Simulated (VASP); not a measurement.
# HfC (Imm2) in VASP: single point with PBE

Aim: the single point of HfC with PBE.

All numbers are computed with VASP 6.6.1; they aren't measurements. Logs are shortened: lines on timing, memory, paths and dates and some standing lists are left out, and cuts for length are marked.

## Step 1: The cell of the first run

Symmetry: Imm2, No. 44, orthorhombic system. The conventional cell has a = 3.288 Å, b = 4.650 Å, c = 3.288 Å, α = 90.00°, β = 90.00°, γ = 90.00°. Within 2.8 Å of Hf (site symmetry mm2) lie 6 C at 2.13 to 2.53 Å. C (site symmetry mm2) has 6 Hf at 2.13 to 2.53 Å within 2.8 Å.

## Step 2: Single point, PBE (atom 1 (Hf) moved by (-0.200, -0.200) A along x and z)

INCAR

```
ALGO     = Normal         # electronic algorithm
EDIFF    = 1E-7           # SCF threshold, eV
ENCUT    = 520            # plane-wave cutoff, eV
GGA      = PE             # functional
ISIF     = 2              # what is computed and relaxed
ISMEAR   = 0              # smearing method
LASPH    = T              # aspherical terms in the spheres
LCHARG   = F              # write CHGCAR
LREAL    = F              # projectors in reciprocal space
LWAVE    = F              # write WAVECAR
NBANDS   = 14             # bands
NELM     = 100            # most SCF steps
PREC     = Accurate       # precision mode
SIGMA    = 0.15           # smearing width, eV
```

KPOINTS

```
k-points
0
Gamma
  18 18 18
```

POSCAR

```
HfC
1.0
    0.0000000000      2.3250000000      2.3250000000
    2.3250000000      0.0000000000      2.3250000000
    2.3250000000      2.3250000000      0.0000000000
Hf C
1 1
Direct
    0.5000000000      0.4139784946      0.5000000000
    0.0000000000      0.0000000000      0.0000000000
```

Potentials or basis: VASP PAW PBE potentials, release 64 (Hf_pv, C).

Launch:

```bash
$ cat potpaw_PBE.64/Hf_pv/POTCAR potpaw_PBE.64/C/POTCAR > POTCAR
$ mpirun -np 1 vasp_std > vasp.out
```

OUTCAR:

```text
EDIFF = 1E-7
   ENCUT = 520
   GGA = PE
   ISIF = 2
   ISMEAR = 0
   LASPH = T
   LREAL = F
   NELM = 100
   PREC = Accurate

 ion  position               nearest neighbor table
   1  0.500  0.414  0.500-   2 2.13   2 2.13   2 2.34   2 2.34   2 2.53   2 2.53
   2  0.000  0.000  0.000-   1 2.13   1 2.13   1 2.34   1 2.34   1 2.53   1 2.53

  LATTYP: Found a face centered cubic cell.
 ALAT       =     4.6500000000

  Lattice vectors:

 A1 = (   0.0000000000,   2.3250000000,   2.3250000000)
 A2 = (   2.3250000000,   0.0000000000,   2.3250000000)
 A3 = (   2.3250000000,   2.3250000000,   0.0000000000)

Analysis of symmetry for initial positions (statically):
=====================================================================
 Subroutine PRICEL returns:
 Original cell was already a primitive cell.

 Routine SETGRP: Setting up the symmetry group for a
 face centered cubic supercell.

 Subroutine GETGRP returns: Found  4 space group operations
 (whereof  4 operations were pure point group operations)
 out of a pool of 48 trial point group operations.

The static configuration has the point symmetry C_2v.

Analysis of symmetry for dynamics (positions and initial velocities):
=====================================================================
 Subroutine PRICEL returns:
 Original cell was already a primitive cell.

 Routine SETGRP: Setting up the symmetry group for a
 face centered cubic supercell.

 Subroutine GETGRP returns: Found  4 space group operations
 (whereof  4 operations were pure point group operations)
 out of a pool of 48 trial point group operations.

The dynamic configuration has the point symmetry C_2v.

 Subroutine INISYM returns: Found  4 space group operations
 (whereof  4 operations are pure point group operations),
 and found     1 'primitive' translations

----------------------------------------------------------------------------------------

                                     Primitive cell

  volume of cell :      25.1362

  direct lattice vectors                    reciprocal lattice vectors
     0.000000000  2.325000000  2.325000000    -0.215053763  0.215053763  0.215053763
     2.325000000  0.000000000  2.325000000     0.215053763 -0.215053763  0.215053763
     2.325000000  2.325000000  0.000000000     0.215053763  0.215053763 -0.215053763

  length of vectors
     3.288046533  3.288046533  3.288046533     0.372484045  0.372484045  0.372484045

  position of ions in fractional coordinates (direct lattice)
     0.500000000  0.413978495  0.500000000
     0.000000000  0.000000000  0.000000000
[... 88 lines left out ...]
   NELECT =      14.0000    total number of electrons
   NUPDOWN=      -1.0000    fix difference up-down
   EMIN   =  10.00;   EMAX   =-10.00  energy-range for DOS
   EFERMI =   0.00;   METHOD = LEGACY
   ISMEAR =     0;   SIGMA  =   0.15  broadening in eV -4-tet -1-fermi 0-gaus
   EFERMI_NEDOS =   21; number of points for ismear=-14 and -15
   IALGO  =     38    algorithm
   IMIX   =      4    mixing-type and parameters
     AMIX     =   0.40;   BMIX     =  1.00
     AMIX_MAG =   1.60;   BMIX_MAG =  1.00
  volume/ion in A,a.u.               =      12.57        84.81
  Fermi-wavevector in a.u.,A,eV,Ry     =   1.346949  2.545365 24.684672  1.814272
  Thomas-Fermi vector in A             =   2.474740
   LORBIT       =      0    0 simple, 1 ext, 2 COOP (PROOUT), +10 PAW based schemes
   GGA     = PE    functional components
   LHFCALC =     F    Hartree Fock is set to
   AEXX    =    0.0000 exact exchange contribution
   IVDW    =     0    specifies the selected vdW correction
   LEPSILON=     F    determine dielectric tensor
   LRPA    =     F    only Hartree local field effects (RPA)
 non-spin polarized calculation
 Gauss-broadening in eV      SIGMA  =   0.15
  energy-cutoff  :      520.00
  volume of cell :       25.14
 maximum number of plane-waves:       700
   NGX = 13   NGY = 13   NGZ = 13

 number of electron      14.0000000 magnetization

 Free energy of the ion-electron system (eV)
  ---------------------------------------------------
  ext. energy  EPLUGINS =         0.00000000
  ---------------------------------------------------
  free energy    TOTEN  =       -20.75538602 eV

  energy without entropy =      -20.75519779  energy(sigma->0) =      -20.75529191

 E-fermi :   6.1380     XC(G=0): -12.2511

 val. band max:        6.0448036125   @ k =   0.0556   0.0000  -0.0556
 cond. band min:       6.2970696984   @ k =   0.3889   0.3333   0.0556
 fundamental gap:      0.2522660859
 Fermi energy:         6.1380446695

 k-point     1 :       0.0000    0.0000    0.0000
  band No.  band energies     occupation
      1     -23.6180      2.00000
      2     -23.6150      2.00000
      3     -23.6023      2.00000
      4      -6.3027      2.00000
      5       5.3750      2.00000
      6       5.5595      2.00000
      7       5.9377      1.94114
      8       7.3037      0.00000
      9       8.5334      0.00000
     10       9.0315      0.00000
     11      10.2553      0.00000
     12      10.7808      0.00000
     13      12.6053      0.00000
     14      16.7912      0.00000
[... 377 lines left out ...]
      1     -23.6833      2.00000
      2     -23.6292      2.00000
      3     -23.6175      2.00000
      4      -6.0259      2.00000
      5       4.4099      2.00000
      6       5.4080      2.00000
      7       5.8617      1.99083
      8       7.5389      0.00000
      9       8.1578      0.00000
     10       8.6121      0.00000
     11      11.3050      0.00000
     12      11.8032      0.00000
     13      13.3501      0.00000
     14      17.5805      0.00000

 [... further k-points ...]

------------------------ aborting loop because EDIFF is reached ----------------------------------------

  FORCE on cell =-STRESS in cart. coord.  units (eV):
  Direction    XX          YY          ZZ          XY          YZ          ZX
  --------------------------------------------------------------------------------------
  -------------------------------------------------------------------------------------
  Total        1.7451502     -0.3227412      1.7451502      0.0000000      0.0000000     -0.5106482
  in kB      111.2357873    -20.5715087    111.2357873      0.0000000      0.0000000    -32.5486876
  external PRESSURE =      67.3000220 kB  Pullay stress =       0.0000000 kB

 VOLUME and BASIS-vectors are now :
 -----------------------------------------------------------------------------
  energy-cutoff  :      520.00
  volume of cell :       25.14
      direct lattice vectors                 reciprocal lattice vectors
     0.000000000  2.325000000  2.325000000    -0.215053763  0.215053763  0.215053763
     2.325000000  0.000000000  2.325000000     0.215053763 -0.215053763  0.215053763
     2.325000000  2.325000000  0.000000000     0.215053763  0.215053763 -0.215053763

 POSITION                                       TOTAL-FORCE (eV/Angst)
 -----------------------------------------------------------------------------------
      2.12500      2.32500      2.12500         1.540651     -0.000000      1.540651
      0.00000      0.00000      0.00000        -1.540651      0.000000     -1.540651
 -----------------------------------------------------------------------------------
    total drift:                               -0.000015      0.000000     -0.000015

  FREE ENERGIE OF THE ION-ELECTRON SYSTEM (eV)
  ---------------------------------------------------
  free  energy   TOTEN  =       -20.7553860189 eV

  energy  without entropy=      -20.7551977920  energy(sigma->0) =      -20.75529191
```

OSZICAR:

```text
N       E                     dE             d eps       ncg     rms          rms(c)
DAV:   1     0.246954536611E+02    0.24695E+02   -0.77837E+03 24276   0.986E+02
DAV:   2    -0.224772579368E+02   -0.47173E+02   -0.44201E+02 31216   0.204E+02
DAV:   3    -0.240848903289E+02   -0.16076E+01   -0.16021E+01 29216   0.275E+01
DAV:   4    -0.240920239077E+02   -0.71336E-02   -0.71331E-02 28774   0.227E+00
DAV:   5    -0.240920696370E+02   -0.45729E-04   -0.45729E-04 29452   0.164E-01    0.587E+01
DAV:   6    -0.208014180803E+02    0.32907E+01   -0.11380E+01 27196   0.188E+01    0.415E+01
DAV:   7    -0.207680015682E+02    0.33417E-01   -0.55975E-01 30874   0.529E+00    0.245E+01
DAV:   8    -0.207611758252E+02    0.68257E-02   -0.60338E-02 29134   0.196E+00    0.575E+00
DAV:   9    -0.207555989680E+02    0.55769E-02   -0.18240E-02 28006   0.795E-01    0.189E+00
DAV:  10    -0.207553857109E+02    0.21326E-03   -0.10440E-03 30130   0.243E-01    0.299E-01
DAV:  11    -0.207553858438E+02   -0.13290E-06   -0.74365E-05 28660   0.687E-02    0.727E-02
DAV:  12    -0.207553864328E+02   -0.58903E-06   -0.27216E-06 30190   0.148E-02    0.439E-02
DAV:  13    -0.207553860862E+02    0.34656E-06   -0.14401E-07 28756   0.272E-03    0.100E-02
DAV:  14    -0.207553860189E+02    0.67304E-07   -0.78707E-09 19700   0.782E-04
   1 F= -.20755386E+02 E0= -.20755292E+02  d E =-.188227E-03
```

stdout:

```text
POSCAR found type information on POSCAR HfC
 POSCAR found :  2 types and       2 ions
 scaLAPACK will be used
 LDA part: xc-table for (Slater+PW92), standard interpolation
 POSCAR, INCAR and KPOINTS ok, starting setup
 FFT: planning ... GRIDC
 FFT: planning ... GRID_SOFT
 FFT: planning ... GRID
 WAVECAR not read
 entering main loop
```

Wall time 2.6 min (1 thread of Intel Xeon Platinum 8259CL at 2.50GHz (Skylake/Cascade Lake), shared host); peak memory 0.41 GiB.

Results:

```
Free energy            : -20.7554 eV
Pressure               : 6.7 GPa
Largest force          : 2.179 eV/Å
Band gap on the k mesh : 0.25 eV (least direct gap 0.57 eV)
```

Forces in eV/Å, atoms in the order of the input:
```
Hf   1.541  0.000  1.541
C   -1.541  0.000 -1.541
```

Stress tensor (GPa, compression positive):
```
11.12  0.00 -3.25
 0.00 -2.06  0.00
-3.25  0.00 11.12
```

Levels at points of the mesh, in eV from the valence-band top:
```csv
k point,band 4,band 5,band 6,band 7,band 8,band 9,band 10,band 11
"(0.00, 0.00, 0.00)",-12.35,-0.67,-0.49,-0.11,1.26,2.49,2.99,4.21
"(0.50, 0.00, 0.00)",-8.67,-6.17,-2.93,-2.66,4.72,4.91,5.72,6.04
"(0.00, 0.50, 0.00)",-8.86,-6.00,-3.14,-3.03,5.03,5.07,5.70,6.69
"(0.50, 0.50, 0.00)",-10.38,-2.58,-2.53,-0.26,0.60,5.44,6.57,6.60
"(0.50, 0.00, 0.50)",-10.41,-2.91,-2.70,-0.46,1.27,5.63,6.60,6.61
```

Caveat: the cell differs from its parent crystal (atom 1 (Hf) moved by (-0.200, -0.200) A along x and z); the cell stands under pressure; spin-orbit coupling is left out, which moves the levels of the heavy elements; forces of over 1 eV/Å act on the atoms, so gaps and moduli don't describe the material at rest. A k mesh can miss the band edges.
